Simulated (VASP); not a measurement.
A run of VASP 6.6.1 is set up as follows.

Contents of POSCAR:

```
Li2ClF
1.0
    1.6166776643      0.9333892846      5.2637591353
   -1.6166776643      0.9333892846      5.2637591353
    0.0000000000     -1.8667785695      5.2637591352
F Cl Li
1 1 2
Direct
    1.0000000000      0.0000000000      0.0000000000
    0.5000000000      0.5000000000      0.5000000000
    0.2636664262      0.2636664262      0.2636664262
    0.7363335738      0.7363335738      0.7363335738
```

File INCAR.step1:

```
PREC = Accurate ; ENCUT = 520
ISMEAR = 0 ; SIGMA = 0.01
LREAL = F ; LASPH = T
NELM = 80 ; NBANDS = 18
GGA = PE ; ALGO = Normal
EDIFF = 1E-4 ; LWAVE = T
LCHARG = F
```

File INCAR.step2:

```
PREC = Accurate ; ENCUT = 520
EDIFF = 1E-7 ; ISMEAR = 0
SIGMA = 0.01 ; LREAL = F
LASPH = T ; NELM = 80
ALGO = Normal ; ISIF = 2
LWAVE = F ; LCHARG = F
METAGGA = R2SCAN ; LMIXTAU = T
NBANDS = 18 ; ISTART = 1
```

Contents of KPOINTS:

```
Automatic mesh
0
Gamma
  10 10 10
```

Potentials or basis: VASP PAW PBE potentials, release 64 (F, Cl, Li_sv).

Run with:

```bash
$ cat potpaw_PBE.64/F/POTCAR potpaw_PBE.64/Cl/POTCAR potpaw_PBE.64/Li_sv/POTCAR > POTCAR
$ cp INCAR.step1 INCAR
$ mpirun -np 1 vasp_std > vasp.out
$ cp INCAR.step2 INCAR
$ mpirun -np 1 vasp_std > vasp.out
```

(1) Estimate the largest force.

(2) What does it give for the band gap on the k mesh?

## Answers

(1) 0.023 eV/Å.

(2) 5.60 eV, direct.

Caveat: the cell differs from its parent crystal (biaxial xy strain -1.7%); the PAW data sets were made with another functional, which shifts forces and pressure a little.
